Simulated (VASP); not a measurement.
# TaN (Immm) in VASP: a series of runs

The runs below take TaN through single point, with PBEsol.

Program: VASP 6.6.1. These are calculated values, not measurements. Logs are shortened: lines on timing, memory, paths and dates and some standing lists are left out, and cuts for length are marked.

### 1 The cell of the first run

Symmetry: Immm, No. 71, orthorhombic system. Conventional cell: a = 2.891 Å, b = 3.297 Å, c = 4.376 Å, α = 90.00°, β = 90.00°, γ = 90.00°. Ta (site symmetry mmm) has 6 N at 2.19 Å and 2 Ta at 2.89 Å within 2.9 Å. N (site symmetry mmm) has 6 Ta at 2.19 Å and 2 N at 2.89 Å within 2.9 Å.

### 2 Single point, PBEsol (strain +0.1312 x Voigt [0, 0, 0, 1, 0, 0])

File INCAR:

```
PREC = Accurate
ENCUT = 600
EDIFF = 1E-6
ISMEAR = 0
SIGMA = 0.15
LREAL = False
LASPH = True
NELM = 120
ALGO = Normal
ISIF = 2
LWAVE = False
LCHARG = False
GGA = PS
NBANDS = 16
GGA_COMPAT = False
```

File KPOINTS:

```
regular mesh
0
Gamma
  24 24 24
```

File POSCAR:

```
TaN
1.0
    0.0000000000      2.3313673182      2.3313673182
    2.1878447055      0.1435226127      2.1878447055
    2.1878447055      2.1878447055      0.1435226127
Ta N
1 1
Direct
    0.5000000000      0.5000000000      0.5000000000
    0.0000000000      0.0000000000      0.0000000000
```

Potentials or basis: VASP PAW PBE potentials, release 64 (Ta_sv_GW, N).

Run with:

```console
$ cat potpaw_PBE.64/Ta_sv_GW/POTCAR potpaw_PBE.64/N/POTCAR > POTCAR
$ mpirun -np 1 vasp_std > vasp.out
```

OUTCAR:

```text
PREC = Accurate
   ENCUT = 600
   EDIFF = 1E-6
   ISMEAR = 0
   LREAL = False
   LASPH = True
   NELM = 120
   ISIF = 2
   GGA = PS

 ion  position               nearest neighbor table
   1  0.500  0.500  0.500-   2 2.19   2 2.19   2 2.19   2 2.19   2 2.19   2 2.19
   2  0.000  0.000  0.000-   1 2.19   1 2.19   1 2.19   1 2.19   1 2.19   1 2.19

  LATTYP: Found a body centered orthorhombic cell.
 ALAT       =     2.8911080295
 B/A-ratio  =     1.1404109589
 C/A-ratio  =     1.5134991036

  Lattice vectors:

 A1 = (  -2.1878447055,   2.1878447055,   0.1435226127)
 A2 = (  -2.1878447055,  -2.1878447055,  -0.1435226127)
 A3 = (   2.1878447055,   0.1435226127,   2.1878447055)

Analysis of symmetry for initial positions (statically):
=====================================================================
 Subroutine PRICEL returns:
 Original cell was already a primitive cell.

 Routine SETGRP: Setting up the symmetry group for a
 body centered orthorhombic supercell.

 Subroutine GETGRP returns: Found  8 space group operations
 (whereof  8 operations were pure point group operations)
 out of a pool of  8 trial point group operations.

The static configuration has the point symmetry D_2h.

Analysis of symmetry for dynamics (positions and initial velocities):
=====================================================================
 Subroutine PRICEL returns:
 Original cell was already a primitive cell.

 Routine SETGRP: Setting up the symmetry group for a
 body centered orthorhombic supercell.

 Subroutine GETGRP returns: Found  8 space group operations
 (whereof  8 operations were pure point group operations)
 out of a pool of  8 trial point group operations.

The dynamic configuration has the point symmetry D_2h.

 Subroutine INISYM returns: Found  8 space group operations
 (whereof  8 operations are pure point group operations),
 and found     1 'primitive' translations

----------------------------------------------------------------------------------------

                                     Primitive cell

  volume of cell :      20.8548

  direct lattice vectors                    reciprocal lattice vectors
     0.000000000  2.331367318  2.331367318    -0.228535416  0.214466419  0.214466419
     2.187844705  0.143522613  2.187844705     0.228535416 -0.244579854  0.244579854
     2.187844705  2.187844705  0.143522613     0.228535416  0.244579854 -0.244579854

  length of vectors
     3.297051280  3.097406601  3.097406601     0.379763250  0.414568507  0.414568507

  position of ions in fractional coordinates (direct lattice)
     0.500000000  0.500000000  0.500000000
     0.000000000  0.000000000  0.000000000

  ion indices of the primitive-cell ions
   primitive index   ion index
                 1           1
                 2           2

----------------------------------------------------------------------------------------

 KPOINTS: regular mesh

Automatic generation of k-mesh.
 Grid dimensions read from file:
 generate k-points for:   24   24   24

 Generating k-lattice:

  Cartesian coordinates                     Fractional coordinates (reciprocal lattice)
    -0.009522309  0.008936101  0.008936101     0.041666667 -0.000000000 -0.000000000
     0.009522309 -0.010190827  0.010190827     0.000000000  0.041666667 -0.000000000
     0.009522309  0.010190827 -0.010190827     0.000000000 -0.000000000  0.041666667

  Length of vectors
     0.015823469  0.017273688  0.017273688

  Shift w.r.t. Gamma in fractional coordinates (k-lattice)
     0.000000000  0.000000000  0.000000000

 Subroutine IBZKPT returns following result:
 ===========================================

 Found   1963 irreducible k-points:

 Following reciprocal coordinates:
            Coordinates               Weight
  0.000000  0.000000  0.000000      1.000000
  0.041667 -0.000000 -0.000000      4.000000
  0.083333  0.000000 -0.000000      4.000000
  0.125000 -0.000000 -0.000000      4.000000
  0.166667 -0.000000 -0.000000      4.000000
  0.208333  0.000000  0.000000      4.000000
[... 16 lines left out ...]
  0.375000  0.041667 -0.000000      8.000000
  0.416667  0.041667 -0.000000      8.000000
 [... further k-points ...]
   k-points           NKPTS =   1963   k-points in BZ     NKDIM =   1963   number of bands    NBANDS=     16
   number of dos      NEDOS =    301   number of ions     NIONS =      2
   total plane-waves  NPLWV =  21952
   dimension x,y,z NGX =    28 NGY =   28 NGZ =   28
   dimension x,y,z NGXF=    56 NGYF=   56 NGZF=   56
   ions per type =               1   1
   NGX,Y,Z   is equivalent  to a cutoff of  14.12, 15.03, 15.03 a.u.
   NGXF,Y,Z  is equivalent  to a cutoff of  28.24, 30.06, 30.06 a.u.
 SYSTEM =  unknown system
   PREC   = accura    normal or accurate (medium, high low for compatibility)
   ISTART =      0    job   : 0-new  1-cont  2-samecut
   ICHARG =      2    charge: 1-file 2-atom 10-const
   ISPIN  =      1    spin polarized calculation?
   LNONCOLLINEAR =      F non collinear calculations
   LSORBIT =      F    spin-orbit coupling
   LASPH  =      T    aspherical Exc in radial PAW
   ENCUT  =  600.0 eV  44.10 Ry    6.64 a.u.   6.59  6.19  6.19*2*pi/ulx,y,z
   NELM   =    120;   NELMIN=  2; NELMDL= -5     # of ELM steps
   EDIFF  = 0.1E-05   stopping-criterion for ELM
   LREAL  =      F    real-space projection
   EDIFFG = 0.1E-04   stopping-criterion for IOM
   NSW    =      0    number of steps for IOM
   IBRION =     -1    ionic relax: 0-MD 1-quasi-New 2-CG
   NFREE  =      0    steps in history (QN), initial steepest desc. (CG)
   ISIF   =      2    stress and relaxation
   ISYM   =      2    0-nonsym 1-usesym 2-fastsym
   POTIM  = 0.5000    time-step for ionic-motion
   TEBEG  =    0.0;   TEEND  =   0.0 temperature during run
   PSTRESS=    0.0 pullay stress
   NELECT =      18.0000    total number of electrons
   NUPDOWN=      -1.0000    fix difference up-down
   EMIN   =  10.00;   EMAX   =-10.00  energy-range for DOS
   EFERMI =   0.00;   METHOD = LEGACY
   ISMEAR =     0;   SIGMA  =   0.15  broadening in eV -4-tet -1-fermi 0-gaus
   EFERMI_NEDOS =   21; number of points for ismear=-14 and -15
   IALGO  =     38    algorithm
   IMIX   =      4    mixing-type and parameters
     AMIX     =   0.40;   BMIX     =  1.00
     AMIX_MAG =   1.60;   BMIX_MAG =  1.00
  volume/ion in A,a.u.               =      10.43        70.37
  Fermi-wavevector in a.u.,A,eV,Ry     =   1.558703  2.945522 33.056122  2.429556
  Thomas-Fermi vector in A             =   2.662169
   LORBIT       =      0    0 simple, 1 ext, 2 COOP (PROOUT), +10 PAW based schemes
   GGA     = PS    functional components
   LHFCALC =     F    Hartree Fock is set to
   AEXX    =    0.0000 exact exchange contribution
   IVDW    =     0    specifies the selected vdW correction
   LEPSILON=     F    determine dielectric tensor
   LRPA    =     F    only Hartree local field effects (RPA)
 non-spin polarized calculation
 Gauss-broadening in eV      SIGMA  =   0.15
  energy-cutoff  :      600.00
  volume of cell :       20.85
 maximum number of plane-waves:       714
   NGX = 13   NGY = 13   NGZ = 13

 number of electron      18.0000001 magnetization

 Free energy of the ion-electron system (eV)
  ---------------------------------------------------
  ext. energy  EPLUGINS =         0.00000000
  ---------------------------------------------------
  free energy    TOTEN  =       -25.69061839 eV

  energy without entropy =      -25.68067466  energy(sigma->0) =      -25.68564653

 E-fermi :  13.7779     XC(G=0): -14.0730

 val. band max:       13.7779026289   @ k =  -0.1667   0.1667   0.0417
 cond. band min:      13.7822295132   @ k =  -0.1250   0.5000   0.0833
 fundamental gap:      0.0043268844
 Fermi energy:        13.7779072706

 k-point     1 :       0.0000    0.0000    0.0000
  band No.  band energies     occupation
      1     -55.5559      2.00000
      2     -21.8390      2.00000
      3     -21.7687      2.00000
      4     -21.5349      2.00000
      5      -4.9793      2.00000
      6       9.8383      2.00000
[... 8 lines left out ...]
     15      23.2600      0.00000
     16      36.8037      0.00000

 k-point     2 :       0.0417   -0.0000   -0.0000
  band No.  band energies     occupation
      1     -55.5551      2.00000
      2     -21.8486      2.00000
      3     -21.7748      2.00000
      4     -21.5364      2.00000
      5      -4.9376      2.00000
      6       9.5451      2.00000
[... 8 lines left out ...]
     15      23.3601      0.00000
     16      35.6505      0.00000

 k-point     3 :       0.0833    0.0000   -0.0000
  band No.  band energies     occupation
      1     -55.5527      2.00000
      2     -21.8835      2.00000
      3     -21.7859      2.00000
      4     -21.5409      2.00000
      5      -4.8143      2.00000
      6       8.9115      2.00000
[... 8 lines left out ...]
     15      23.6518      0.00000
     16      34.1565      0.00000

 k-point     4 :       0.1250   -0.0000   -0.0000
  band No.  band energies     occupation
      1     -55.5488      2.00000
      2     -21.9482      2.00000
      3     -21.7936      2.00000
      4     -21.5479      2.00000
      5      -4.6151      2.00000
      6       8.1842      2.00000
[... 8 lines left out ...]
     15      24.1061      0.00000
     16      32.7247      0.00000
[... 324 lines left out ...]
 k-point    22 :       0.3333    0.0417   -0.0000
  band No.  band energies     occupation
      1     -55.5205      2.00000
      2     -22.4119      2.00000
      3     -21.8186      2.00000
      4     -21.6082      2.00000
      5      -3.0249      2.00000
      6       4.9143      2.00000
[... 8 lines left out ...]
     15      25.2477      0.00000
     16      28.3110      0.00000

 k-point    23 :       0.3750    0.0417   -0.0000
  band No.  band energies     occupation
      1     -55.5150      2.00000
      2     -22.5004      2.00000
      3     -21.8201      2.00000
      4     -21.6185      2.00000
      5      -2.6600      2.00000
      6       4.3663      2.00000
[... 8 lines left out ...]
     15      24.9663      0.00000
     16      27.4131      0.00000

 k-point    24 :       0.4167    0.0417   -0.0000
  band No.  band energies     occupation
      1     -55.5106      2.00000
      2     -22.5709      2.00000
      3     -21.8207      2.00000
      4     -21.6270      2.00000
      5      -2.3400      2.00000
      6       3.9135      2.00000
[... 8 lines left out ...]
     15      24.8280      0.00000
     16      26.6062      0.00000

 [... further k-points ...]

------------------------ aborting loop because EDIFF is reached ----------------------------------------

  FORCE on cell =-STRESS in cart. coord.  units (eV):
  Direction    XX          YY          ZZ          XY          YZ          ZX
  --------------------------------------------------------------------------------------
  -------------------------------------------------------------------------------------
  Total       -0.3272734      0.5969097      0.5969097     -0.0000000     -0.9441455      0.0000000
  in kB      -25.1428665     45.8577422     45.8577422     -0.0000000    -72.5342286      0.0000000
  external PRESSURE =      22.1908726 kB  Pullay stress =       0.0000000 kB

 VOLUME and BASIS-vectors are now :
 -----------------------------------------------------------------------------
  energy-cutoff  :      600.00
  volume of cell :       20.85
      direct lattice vectors                 reciprocal lattice vectors
     0.000000000  2.331367318  2.331367318    -0.228535416  0.214466419  0.214466419
     2.187844705  0.143522613  2.187844705     0.228535416 -0.244579854  0.244579854
     2.187844705  2.187844705  0.143522613     0.228535416  0.244579854 -0.244579854

 POSITION                                       TOTAL-FORCE (eV/Angst)
 -----------------------------------------------------------------------------------
      2.18784      2.33137      2.33137         0.000000      0.000000      0.000000
      0.00000      0.00000      0.00000        -0.000000      0.000000     -0.000000
 -----------------------------------------------------------------------------------
    total drift:                                0.000000      0.000000      0.000000

  FREE ENERGIE OF THE ION-ELECTRON SYSTEM (eV)
  ---------------------------------------------------
  free  energy   TOTEN  =       -25.6906183901 eV

  energy  without entropy=      -25.6806746641  energy(sigma->0) =      -25.68564653
```

Wall time 7.1 min (1 thread of Intel Xeon 6975P-C (Granite Rapids), shared host); peak memory 0.94 GiB.

Results:

```yaml
Free_energy: -25.6906 eV
Pressure: 2.2 GPa
Band_gap_on_the_k_mesh: zero (bands 9 and 10 overlap by 4.12 eV)
```

Caveat: the cell differs from its parent crystal (strain +0.1312 x Voigt [0, 0, 0, 1, 0, 0]); the PAW data sets were made with another functional, which shifts forces and pressure a little; spin-orbit coupling is left out, which moves the levels of the heavy elements.

### 3 Single point, PBEsol (strain -0.1500 x Voigt [0, 0, 0, 1, 0, 0])

File INCAR:

```
ALGO = Normal
EDIFF = 1E-6
ENCUT = 600
GGA = PS
GGA_COMPAT = False
ISIF = 2
ISMEAR = 0
LASPH = True
LCHARG = False
LREAL = False
LWAVE = False
NBANDS = 16
NELM = 120
PREC = Accurate
SIGMA = 0.15
```

File KPOINTS:

```
k-points
0
Gamma
  24 24 24
```

File POSCAR:

```
TaN
1.0
    0.0000000000      2.0237563526      2.0237563526
    2.1878447055     -0.1640883529      2.1878447055
    2.1878447055      2.1878447055     -0.1640883529
Ta N
1 1
Direct
    0.5000000000      0.5000000000      0.5000000000
    0.0000000000      0.0000000000      0.0000000000
```

Potentials or basis: VASP PAW PBE potentials, release 64 (Ta_sv_GW, N).

Run with:

```console
$ cat potpaw_PBE.64/Ta_sv_GW/POTCAR potpaw_PBE.64/N/POTCAR > POTCAR
$ mpirun -np 1 vasp_std > vasp.out
```

It took 6.6 min on 1 thread of Intel Xeon Platinum 8488C (Sapphire Rapids), shared host; peak memory 0.93 GiB.

The run converged. Its results:

| Item | Value |
| --- | --- |
| Free energy | -25.6719 eV |
| Pressure | 2.9 GPa |
| Band gap on the k mesh | zero (bands 9 and 10 overlap by 4.27 eV) |

Stress tensor (GPa, compression positive):
```
-3.30  0.00  0.00
 0.00  5.94  7.01
 0.00  7.01  5.94
```

Levels at points of the mesh, in eV from the Fermi level:
```tsv
k point	band 7	band 8	band 9	band 10	band 11	band 12
(0.00, 0.00, 0.00)	-3.66	-3.08	-2.98	-2.55	-0.63	0.38
(0.50, 0.00, 0.00)	-8.31	-7.34	1.46	1.80	3.97	4.66
(0.00, 0.50, 0.00)	-7.55	-6.21	-0.05	2.72	2.79	4.47
(0.50, 0.50, 0.00)	-5.42	-4.38	-4.36	1.79	3.67	3.70
(0.00, 0.50, 0.50)	-5.45	-4.94	-3.61	2.65	3.92	3.98
```

Caveat: the cell differs from its parent crystal (strain -0.1500 x Voigt [0, 0, 0, 1, 0, 0]); the PAW data sets were made with another functional, which shifts forces and pressure a little; spin-orbit coupling is left out, which moves the levels of the heavy elements.

### 4 Single point, PBEsol (strain +0.0937 x Voigt [0, 0, 0, 1, 0, 0])

File INCAR:

```
SYSTEM = TaN
PREC = Accurate ; ENCUT = 520
EDIFF = 1E-6 ; ISMEAR = 0
SIGMA = 0.15 ; LREAL = .FALSE.
LASPH = .TRUE. ; NELM = 100
ALGO = Normal ; ISIF = 2
LWAVE = .FALSE. ; LCHARG = .FALSE.
GGA = PS ; NBANDS = 15
```

File KPOINTS:

```
regular mesh
0
G
  24 24 24
  0 0 0
```

File POSCAR:

```
TaN
1.0
    0.0000000000      2.2903452300      2.2903452300
    2.1878447055      0.1025005245      2.1878447055
    2.1878447055      2.1878447055      0.1025005245
Ta N
1 1
Direct
    0.5000000000      0.5000000000      0.5000000000
    0.0000000000      0.0000000000      0.0000000000
```

Potentials or basis: VASP PAW PBE potentials, release 64 (Ta_pv, N).

Run with:

```console
$ cat potpaw_PBE.64/Ta_pv/POTCAR potpaw_PBE.64/N/POTCAR > POTCAR
$ mpirun -np 1 vasp_std > vasp.out
```

It took 9 min on 1 thread of Oxide Virtual Turin-like, shared host; peak memory 0.64 GiB.

It converged, with:

* Free energy: -23.1783 eV
* Pressure: 2.1 GPa
* Band gap on the k mesh: zero (bands 8 and 9 overlap by 4.09 eV)

Stress tensor (GPa, compression positive):
```
-0.41  0.00  0.00
 0.00  3.35 -5.92
 0.00 -5.92  3.35
```

Levels at points of the mesh, in eV from the Fermi level:
```csv
k point,band 5,band 6,band 7,band 8,band 9,band 10,band 11,band 12
"(0.00, 0.00, 0.00)",-3.97,-3.77,-3.41,-2.82,-2.36,-1.30,0.18,0.23
"(0.50, 0.00, 0.00)",-10.49,-7.67,-6.88,0.62,2.38,2.44,4.17,7.34
"(0.00, 0.50, 0.00)",-10.41,-8.19,-7.54,1.64,1.76,3.58,3.83,7.91
"(0.50, 0.50, 0.00)",-6.60,-5.54,-4.55,-4.54,1.97,3.63,3.64,4.68
"(0.00, 0.50, 0.50)",-6.59,-5.56,-4.92,-4.11,2.32,3.74,3.76,4.83
```

Caveat: the cell differs from its parent crystal (strain +0.0937 x Voigt [0, 0, 0, 1, 0, 0]); the PAW data sets were made with another functional, which shifts forces and pressure a little; spin-orbit coupling is left out, which moves the levels of the heavy elements.

### 5 Overview

```tsv
potentials or basis	cell	cutoff (eV)	gap on the mesh (eV)	pressure (GPa)
VASP PAW PBE potentials, release 64 (Ta_sv_GW, N)	a = 3.297, b = 3.097, c = 3.097 Å, angles 55.6, 57.8, 57.8°, 2 atoms	600	none	2.2
VASP PAW PBE potentials, release 64 (Ta_sv_GW, N)	a = 2.862, b = 3.098, c = 3.098 Å, angles 64.9, 62.5, 62.5°, 2 atoms	600	none	2.9
VASP PAW PBE potentials, release 64 (Ta_pv, N)	a = 3.239, b = 3.096, c = 3.096 Å, angles 56.9, 58.5, 58.5°, 2 atoms	520	none	2.1
```

Alike in all rows: task single point; level PBEsol; no spin polarisation; k mesh 24 × 24 × 24; smearing gaussian 0.15 eV.

Caveats: the PAW data sets were made with another functional, which shifts forces and pressure a little; spin-orbit coupling is left out, which moves the levels of the heavy elements.

Absolute energies hang on the potentials; compare differences alone.
